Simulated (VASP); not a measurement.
# Cd16S16O (a cell with a defect) in VASP: notebook

Cd16S16O (a cell with a defect) is run at these levels: PBE; tasks: single point.

All numbers are computed with VASP 6.6.1; they aren't measurements. Logs are shortened: lines on timing, memory, paths and dates and some standing lists are left out, and cuts for length are marked.

## 1. The cell of the first run

The cell holds a defect, 33 atoms: a = 8.328 Å, b = 8.328 Å, c = 13.535 Å, α = 90.00°, β = 90.00°, γ = 120.00°.

## 2. Single point, PBE

INCAR

```
PREC = Accurate ; ENCUT = 520
EDIFF = 1E-7 ; ISMEAR = -1
SIGMA = 0.01 ; LREAL = Auto
LASPH = True ; NELM = 60
ALGO = Normal ; ISIF = 2
LWAVE = False ; LCHARG = False
GGA = PE ; NBANDS = 169
```

KPOINTS

```
Automatic mesh
0
Gamma
  1 1 1
  0.25 0.25 0.25
```

POSCAR

```
Cd16S16O
1.0
    8.3277842455     -0.0000000618      0.0000000000
   -4.1638920693      7.2120727447      0.0000000000
    0.0000000000      0.0000000000     13.5350132800
Cd S O
16 16 1
Direct
    0.3454252860      0.1863401614      0.2632966942
    0.1662409178      0.3260635988      0.0000212889
    0.3366124510      0.1735175015      0.7391001241
    0.1550797336      0.3505882243      0.4989404593
    0.3283899434      0.6708997670      0.2404570731
    0.1649446355      0.8341790622     -0.0408463408
    0.3344144734      0.6648321550      0.7518161061
    0.1556359299      0.8436204648      0.5011074500
    0.8354544725      0.1633950858      0.2457360611
    0.6630234819      0.3349989212     -0.0008042453
    0.8355309949      0.1635107886      0.7540946493
    0.6630197863      0.3371446700      0.5010474253
    0.8127924002      0.6533864708      0.2634158293
    0.6755206932      0.8337520472      0.0000307131
    0.8261495519      0.6627467293      0.7388842144
    0.6471278094      0.8436107097      0.4989473378
    0.3278837672      0.1808924502      0.4502060635
    0.1687204710      0.3357502563      0.1892426744
    0.3410466990      0.1778334637      0.9272152480
    0.1621097278      0.3374098176      0.6873235779
    0.3202354478      0.6774600751      0.4332350039
    0.1514995321      0.8475812897      0.2152616138
    0.3384487083      0.6629116810      0.9410061781
    0.1657421700      0.8339807867      0.6902739744
    0.8267293184      0.1719783767      0.4352579852
    0.6653000779      0.3337914626      0.1898868883
    0.8332910816      0.1666987447      0.9424307783
    0.6701544138      0.3291763005      0.6878232019
    0.8184493096      0.6722899778      0.4502904534
    0.6637473983      0.8304309295      0.1892379639
    0.8213496226      0.6570724836      0.9270374973
    0.6619830068      0.8372656615      0.6873038804
    0.1067014760     -0.1081272588      0.1069499680
```

Potentials or basis: VASP PAW PBE potentials, release 64 (Cd, S, O).

Launch:

```
$ cat potpaw_PBE.64/Cd/POTCAR potpaw_PBE.64/S/POTCAR potpaw_PBE.64/O/POTCAR > POTCAR
$ mpirun -np 1 vasp_std > vasp.out
```

OUTCAR:

```text
PREC = Accurate
   ENCUT = 520
   EDIFF = 1E-7
   ISMEAR = -1
   LREAL = Auto
   LASPH = True
   NELM = 60
   ISIF = 2
   GGA = PE

 ion  position               nearest neighbor table
   1  0.345  0.186  0.263-  26 2.51  17 2.53  22 2.54  18 2.56
   2  0.166  0.326  0.000-  27 2.53  19 2.53  23 2.56  18 2.56
   3  0.337  0.174  0.739-  28 2.51  24 2.54  20 2.54  19 2.55
   4  0.155  0.351  0.499-  21 2.52  25 2.52  20 2.55  17 2.56
   5  0.328  0.671  0.240-  18 2.52  30 2.52  22 2.57  21 2.61
   6  0.165  0.834  0.959-  33 2.17  23 2.50  19 2.52  31 2.52   7 3.72
   7  0.334  0.665  0.752-  20 2.52  32 2.52  23 2.56  24 2.57   6 3.72
   8  0.156  0.844  0.501-  29 2.53  17 2.53  21 2.56  24 2.56
   9  0.835  0.163  0.246-  30 2.52  18 2.52  25 2.57  26 2.57
  10  0.663  0.335  0.999-  19 2.52  31 2.52  27 2.56  26 2.58
  11  0.836  0.164  0.754-  32 2.52  20 2.52  27 2.55  28 2.55
  12  0.663  0.337  0.501-  17 2.51  29 2.51  28 2.53  25 2.53
  13  0.813  0.653  0.263-  26 2.51  29 2.53  22 2.54  30 2.56
[... 17 lines left out ...]
  31  0.821  0.657  0.927-   6 2.52  10 2.52  14 2.53  15 2.55
  32  0.662  0.837  0.687-   7 2.52  11 2.52  15 2.54  16 2.55
  33  0.107  0.892  0.107-  22 1.60   6 2.17

  LATTYP: Found a hexagonal cell.
 ALAT       =     8.3277842455
 C/A-ratio  =     1.6252838547

  Lattice vectors:

 A1 = (   8.3277842455,  -0.0000000618,   0.0000000000)
 A2 = (  -4.1638920693,   7.2120727447,   0.0000000000)
 A3 = (   0.0000000000,   0.0000000000,  13.5350132800)

Analysis of symmetry for initial positions (statically):
=====================================================================
 Subroutine PRICEL returns:
 Original cell was already a primitive cell.

 Routine SETGRP: Setting up the symmetry group for a
 hexagonal supercell.

 Subroutine GETGRP returns: Found  1 space group operations
 (whereof  1 operations were pure point group operations)
 out of a pool of 24 trial point group operations.

The static configuration has the point symmetry C_1 .

Analysis of symmetry for dynamics (positions and initial velocities):
=====================================================================
 Subroutine PRICEL returns:
 Original cell was already a primitive cell.

 Routine SETGRP: Setting up the symmetry group for a
 hexagonal supercell.

 Subroutine GETGRP returns: Found  1 space group operations
 (whereof  1 operations were pure point group operations)
 out of a pool of 24 trial point group operations.

The dynamic configuration has the point symmetry C_1 .

 Subroutine INISYM returns: Found  1 space group operations
 (whereof  1 operations are pure point group operations),
 and found     1 'primitive' translations

----------------------------------------------------------------------------------------

                                     Primitive cell

  volume of cell :     812.9208

  direct lattice vectors                    reciprocal lattice vectors
     8.327784246 -0.000000062  0.000000000     0.120079961  0.069328196  0.000000000
    -4.163892069  7.212072745  0.000000000     0.000000001  0.138656395  0.000000000
     0.000000000  0.000000000 13.535013280     0.000000000  0.000000000  0.073882454

  length of vectors
     8.327784246  8.327784246 13.535013280     0.138656395  0.138656395  0.073882454

  position of ions in fractional coordinates (direct lattice)
     0.345425286  0.186340161  0.263296694
     0.166240918  0.326063599  0.000021289
     0.336612451  0.173517502  0.739100124
     0.155079734  0.350588224  0.498940459
     0.328389943  0.670899767  0.240457073
     0.164944635  0.834179062  0.959153659
[... 25 lines left out ...]
     0.661983007  0.837265661  0.687303880
     0.106701476  0.891872741  0.106949968

  ion indices of the primitive-cell ions
   primitive index   ion index
                 1           1
                 2           2
                 3           3
                 4           4
                 5           5
                 6           6
[... 25 lines left out ...]
                32          32
                33          33

----------------------------------------------------------------------------------------

 KPOINTS: Automatic mesh

Automatic generation of k-mesh.
 Grid dimensions read from file:
 generate k-points for:    1    1    1

 Generating k-lattice:

  Cartesian coordinates                     Fractional coordinates (reciprocal lattice)
     0.120079961  0.069328196  0.000000000     1.000000000  0.000000000  0.000000000
     0.000000001  0.138656395  0.000000000     0.000000000  1.000000000  0.000000000
     0.000000000  0.000000000  0.073882454     0.000000000  0.000000000  1.000000000

  Length of vectors
     0.138656395  0.138656395  0.073882454

  Shift w.r.t. Gamma in fractional coordinates (k-lattice)
     0.250000000  0.250000000  0.250000000

 Subroutine IBZKPT returns following result:
 ===========================================

 Found      6 irreducible k-points:

 Following reciprocal coordinates:
            Coordinates               Weight
  0.250000  0.250000  0.250000      2.000000
 -0.250000  0.500000  0.250000      2.000000
  0.500000  0.250000  0.250000      2.000000
 -0.250000 -0.250000  0.250000      2.000000
  0.250000  0.500000  0.250000      2.000000
  0.500000 -0.250000  0.250000      2.000000
   k-points           NKPTS =      6   k-points in BZ     NKDIM =      6   number of bands    NBANDS=    169
   number of dos      NEDOS =    301   number of ions     NIONS =     33
   total plane-waves  NPLWV = 442368
   dimension x,y,z NGX =    64 NGY =   64 NGZ =  108
   dimension x,y,z NGXF=   128 NGYF=  128 NGZF=  216
   ions per type =              16  16   1
   NGX,Y,Z   is equivalent  to a cutoff of  12.78, 12.78, 13.27 a.u.
   NGXF,Y,Z  is equivalent  to a cutoff of  25.55, 25.55, 26.53 a.u.
 SYSTEM =  unknown system
   PREC   = accura    normal or accurate (medium, high low for compatibility)
   ISTART =      0    job   : 0-new  1-cont  2-samecut
   ICHARG =      2    charge: 1-file 2-atom 10-const
   ISPIN  =      1    spin polarized calculation?
   LNONCOLLINEAR =      F non collinear calculations
   LSORBIT =      F    spin-orbit coupling
   LASPH  =      T    aspherical Exc in radial PAW
   ENCUT  =  520.0 eV  38.22 Ry    6.18 a.u.  15.48 15.48 25.17*2*pi/ulx,y,z
   NELM   =     60;   NELMIN=  2; NELMDL= -5     # of ELM steps
   EDIFF  = 0.1E-06   stopping-criterion for ELM
   LREAL  =      T    real-space projection
   EDIFFG = 0.1E-05   stopping-criterion for IOM
   NSW    =      0    number of steps for IOM
   IBRION =     -1    ionic relax: 0-MD 1-quasi-New 2-CG
   NFREE  =      0    steps in history (QN), initial steepest desc. (CG)
   ISIF   =      2    stress and relaxation
   ISYM   =      2    0-nonsym 1-usesym 2-fastsym
   POTIM  = 0.5000    time-step for ionic-motion
   TEBEG  =    0.0;   TEEND  =   0.0 temperature during run
   PSTRESS=    0.0 pullay stress
   NELECT =     294.0000    total number of electrons
   NUPDOWN=      -1.0000    fix difference up-down
   EMIN   =  10.00;   EMAX   =-10.00  energy-range for DOS
   EFERMI =   0.00;   METHOD = LEGACY
   ISMEAR =    -1;   SIGMA  =   0.01  broadening in eV -4-tet -1-fermi 0-gaus
   EFERMI_NEDOS =   21; number of points for ismear=-14 and -15
   IALGO  =     38    algorithm
   IMIX   =      4    mixing-type and parameters
     AMIX     =   0.40;   BMIX     =  1.00
     AMIX_MAG =   1.60;   BMIX_MAG =  1.00
  volume/ion in A,a.u.               =      24.63       166.24
  Fermi-wavevector in a.u.,A,eV,Ry     =   1.166383  2.204144 18.510037  1.360449
  Thomas-Fermi vector in A             =   2.302897
   LORBIT       =      0    0 simple, 1 ext, 2 COOP (PROOUT), +10 PAW based schemes
   GGA     = PE    functional components
   LHFCALC =     F    Hartree Fock is set to
   AEXX    =    0.0000 exact exchange contribution
   IVDW    =     0    specifies the selected vdW correction
   LEPSILON=     F    determine dielectric tensor
   LRPA    =     F    only Hartree local field effects (RPA)
 non-spin polarized calculation
  energy-cutoff  :      520.00
  volume of cell :      812.92
 maximum number of plane-waves:     21888
 NGX is ok and might be reduce to    64
   NGX = 31   NGY = 31   NGZ = 51

 number of electron     294.0000007 magnetization

 Free energy of the ion-electron system (eV)
  ---------------------------------------------------
  ext. energy  EPLUGINS =         0.00000000
  ---------------------------------------------------
  free energy    TOTEN  =      -104.96793083 eV

  energy without entropy =     -104.96793083  energy(sigma->0) =     -104.96793083

 E-fermi :   1.8680     XC(G=0):  -9.1039

 val. band max:        1.5804347549   @ k =   0.5000  -0.2500   0.2500
 cond. band min:       3.9491643062   @ k =   0.5000  -0.2500   0.2500
 fundamental gap:      2.3687295513
 Fermi energy:         1.8680421718

 k-point     1 :       0.2500    0.2500    0.2500
  band No.  band energies     occupation
      1     -17.7471      2.00000
      2     -10.9937      2.00000
      3     -10.8952      2.00000
      4     -10.8646      2.00000
      5     -10.8368      2.00000
      6     -10.7882      2.00000
[... 151 lines left out ...]
    158       5.5192      0.00000
    159       5.5835      0.00000

 k-point     2 :      -0.2500    0.5000    0.2500
  band No.  band energies     occupation
      1     -17.7471      2.00000
      2     -10.9916      2.00000
      3     -10.8975      2.00000
      4     -10.8681      2.00000
      5     -10.8360      2.00000
      6     -10.7975      2.00000
[... 151 lines left out ...]
    158       5.5183      0.00000
    159       5.5583      0.00000

 k-point     3 :       0.5000    0.2500    0.2500
  band No.  band energies     occupation
      1     -17.7471      2.00000
      2     -10.9916      2.00000
      3     -10.8974      2.00000
      4     -10.8681      2.00000
      5     -10.8359      2.00000
      6     -10.7976      2.00000
[... 151 lines left out ...]
    158       5.5186      0.00000
    159       5.5574      0.00000

 k-point     4 :      -0.2500   -0.2500    0.2500
  band No.  band energies     occupation
      1     -17.7471      2.00000
      2     -10.9938      2.00000
      3     -10.8950      2.00000
      4     -10.8645      2.00000
      5     -10.8369      2.00000
      6     -10.7883      2.00000
[... 151 lines left out ...]
    158       5.5200      0.00000
    159       5.5859      0.00000

 k-point     5 :       0.2500    0.5000    0.2500
  band No.  band energies     occupation
      1     -17.7471      2.00000
      2     -10.9932      2.00000
      3     -10.8896      2.00000
      4     -10.8739      2.00000
      5     -10.8346      2.00000
      6     -10.8004      2.00000
[... 151 lines left out ...]
    158       5.5035      0.00000
    159       5.5788      0.00000

 k-point     6 :       0.5000   -0.2500    0.2500
  band No.  band energies     occupation
      1     -17.7471      2.00000
      2     -10.9932      2.00000
      3     -10.8898      2.00000
      4     -10.8739      2.00000
      5     -10.8345      2.00000
      6     -10.8005      2.00000
[... 151 lines left out ...]
    158       5.5050      0.00000
    159       5.5824      0.00000
 [bands above 159 left out]

------------------------ aborting loop because EDIFF is reached ----------------------------------------

  FORCE on cell =-STRESS in cart. coord.  units (eV):
  Direction    XX          YY          ZZ          XY          YZ          ZX
  --------------------------------------------------------------------------------------
  -------------------------------------------------------------------------------------
  Total        6.7361867      9.0849151     15.2455976      1.9829024      0.7753425     -1.3038487
  in kB       13.2762815     17.9053662     30.0473924      3.9080820      1.5281147     -2.5697422
  external PRESSURE =      20.4096800 kB  Pullay stress =       0.0000000 kB

 VOLUME and BASIS-vectors are now :
 -----------------------------------------------------------------------------
  energy-cutoff  :      520.00
  volume of cell :      812.92
      direct lattice vectors                 reciprocal lattice vectors
     8.327784246 -0.000000062  0.000000000     0.120079961  0.069328196  0.000000000
    -4.163892069  7.212072745  0.000000000     0.000000001  0.138656395  0.000000000
     0.000000000  0.000000000 13.535013280     0.000000000  0.000000000  0.073882454

 POSITION                                       TOTAL-FORCE (eV/Angst)
 -----------------------------------------------------------------------------------
      2.10073      1.34390      3.56372        -0.090778      0.046800      0.013097
      0.02672      2.35159      0.00029         0.086251     -0.042675     -0.004107
      2.08073      1.25142     10.00373        -0.096484      0.054561     -0.006082
     -0.16834      2.52847      6.75317         0.084665     -0.055517      0.011294
     -0.05879      4.83858      3.25459        -0.085747      0.056306      0.015749
     -2.09981      6.01616     12.98216         0.118880     -0.070274     -0.032994
[... 25 lines left out ...]
      2.02657      6.03842      9.30267         0.063358     -0.037071     -0.010216
     -2.82507      6.43225      1.44757         0.041156     -0.026883      0.071864
 -----------------------------------------------------------------------------------
    total drift:                               -0.010295     -0.000777     -0.007654

  FREE ENERGIE OF THE ION-ELECTRON SYSTEM (eV)
  ---------------------------------------------------
  free  energy   TOTEN  =      -104.9679308256 eV

  energy  without entropy=     -104.9679308256  energy(sigma->0) =     -104.96793083
```

It took 32 min on 1 thread of Intel Xeon Platinum 8259CL at 2.50GHz (Skylake/Cascade Lake), shared host; peak memory 1.2 GiB.

Results:

```
Free energy            : -104.9679 eV
Pressure               : 2.0 GPa
Largest force          : 0.142 eV/Å
Band gap on the k mesh : 2.37 eV
```

Forces in eV/Å, atoms in the order of the input:
```
Cd  -0.091  0.047  0.013
Cd   0.086 -0.043 -0.004
Cd  -0.096  0.055 -0.006
Cd   0.085 -0.056  0.011
Cd  -0.086  0.056  0.016
Cd   0.119 -0.070 -0.033
Cd  -0.078  0.050  0.017
Cd   0.092 -0.048 -0.004
Cd  -0.088  0.058 -0.002
Cd   0.083 -0.045 -0.001
Cd  -0.081  0.054  0.013
Cd   0.093 -0.052 -0.007
Cd  -0.088  0.062  0.014
Cd   0.080 -0.050 -0.001
Cd  -0.100  0.063 -0.005
Cd   0.088 -0.046  0.009
S   -0.094  0.032 -0.019
S    0.075 -0.041  0.036
S   -0.074  0.034  0.029
S    0.053 -0.041 -0.009
S   -0.069  0.054 -0.011
S   -0.012  0.009 -0.061
S   -0.040  0.009 -0.041
S    0.071 -0.043  0.006
S   -0.053  0.031  0.011
S    0.085 -0.054 -0.072
S   -0.074  0.037 -0.015
S    0.084 -0.051  0.007
S   -0.075  0.048 -0.021
S    0.065 -0.055  0.035
S   -0.065  0.060  0.032
S    0.063 -0.037 -0.010
O    0.041 -0.027  0.072
```

## 3. Single point, PBE

INCAR

```
SYSTEM = Cd16S16O
PREC = Accurate
ENCUT = 520
EDIFF = 1E-7
ISMEAR = -1
SIGMA = 0.01
LREAL = Auto
LASPH = .TRUE.
NELM = 100
ALGO = Normal
ISIF = 2
LWAVE = .FALSE.
LCHARG = .FALSE.
GGA = PE
NBANDS = 169
```

KPOINTS is that of step 2.

POSCAR

```
Cd16S16O
1.0
    8.3277842500     -0.0000000600      0.0000000000
   -4.1638920700      7.2120727400      0.0000000000
    0.0000000000      0.0000000000     13.5350132800
Cd S O
16 16 1
Direct
    0.3517585659      0.1543101189      0.2484989020
    0.1881053115      0.3448331390      0.0128881736
    0.3271671410      0.1653750232      0.7496899142
    0.1746853932      0.3354985069      0.4886866584
    0.3383808849      0.6623428420      0.2505787139
    0.1647539841      0.8348574313     -0.0046778504
    0.3356993071      0.6620196565      0.7487237509
    0.1650205438      0.8346087092      0.5036104251
    0.8448819543      0.1551010859      0.2507469508
    0.6726643655      0.3276321297     -0.0098269695
    0.8352131194      0.1640041465      0.7088866590
    0.6661560907      0.3338654602      0.5013427171
    0.8446631981      0.6466701307      0.2484477819
    0.6547854006      0.8122626559      0.0128244597
    0.8347455760      0.6746071060      0.7496699482
    0.6640219354      0.8252350012      0.4885936596
    0.3386650207      0.1612096931      0.4368605669
    0.1821488719      0.3272304317      0.1997720048
    0.3374908690      0.1680354765      0.9388648485
    0.1789449246      0.3400598083      0.6767860141
    0.3304566098      0.6690923284      0.4374120045
    0.1731887638      0.8260480246      0.1848266077
    0.3350749715      0.6646406093      0.9394243453
    0.1677730939      0.8325560767      0.6919716729
    0.8351477609      0.1649714282      0.4399386324
    0.6786899761      0.3196673504      0.1828969890
    0.8494361458      0.1508934914      0.9648081947
    0.6641187398      0.3376473086      0.6905621596
    0.8385983013      0.6613533762      0.4368148209
    0.6735630764      0.8180656369      0.1997367631
    0.8317710417      0.6628781671      0.9388443595
    0.6580450840      0.8204406342      0.6767168006
   -0.1062499865      0.1062023275     -0.1434837089
```

Potentials or basis: VASP PAW PBE potentials, release 64 (Cd, S, O).

Launch:

```
$ cat potpaw_PBE.64/Cd/POTCAR potpaw_PBE.64/S/POTCAR potpaw_PBE.64/O/POTCAR > POTCAR
$ mpirun -np 1 vasp_std > vasp.out
```

Wall time 31 min (1 thread of Intel Xeon Platinum 8259CL at 2.50GHz (Skylake/Cascade Lake), shared host); peak memory 1.2 GiB.

Results (log left out):

- Free energy: -104.9689 eV
- Pressure: 2.0 GPa
- Largest force: 0.147 eV/Å
- Band gap on the k mesh: 2.37 eV

Forces in eV/Å, atoms in the order of the input:
```
Cd  -0.091  0.047  0.012
Cd   0.091 -0.053  0.012
Cd  -0.076  0.057 -0.006
Cd   0.093 -0.054 -0.005
Cd  -0.090  0.056 -0.004
Cd   0.095 -0.050 -0.003
Cd  -0.075  0.050 -0.002
Cd   0.084 -0.045  0.014
Cd  -0.088  0.058  0.001
Cd   0.087 -0.047  0.014
Cd  -0.121  0.070 -0.044
Cd   0.082 -0.046  0.018
Cd  -0.079  0.054  0.010
Cd   0.097 -0.050  0.015
Cd  -0.080  0.046 -0.004
Cd   0.100 -0.049 -0.006
S   -0.061  0.028 -0.006
S    0.076 -0.065 -0.017
S   -0.074  0.049  0.037
S    0.064 -0.045  0.031
S   -0.086  0.049  0.002
S    0.050 -0.034  0.012
S   -0.086  0.045 -0.071
S    0.065 -0.050 -0.015
S   -0.071  0.034  0.000
S    0.084 -0.032 -0.013
S    0.003 -0.007 -0.046
S    0.028 -0.035 -0.042
S   -0.061  0.038 -0.008
S    0.076 -0.047 -0.021
S   -0.082  0.033  0.038
S    0.083 -0.028  0.034
O   -0.038  0.023  0.064
```

Stress tensor (GPa, compression positive):
```
 1.33  0.39  0.26
 0.39  1.79 -0.14
 0.26 -0.14  3.01
```

Levels at points of the mesh, in eV from the valence-band top:
| k point | band 145 | band 146 | band 147 | band 148 | band 149 | band 150 |
| --- | --- | --- | --- | --- | --- | --- |
| (0.25, 0.25, 0.25) | -0.88 | -0.21 | -0.08 | 2.42 | 2.85 | 3.07 |

(Part 1 of 2 ends here.)
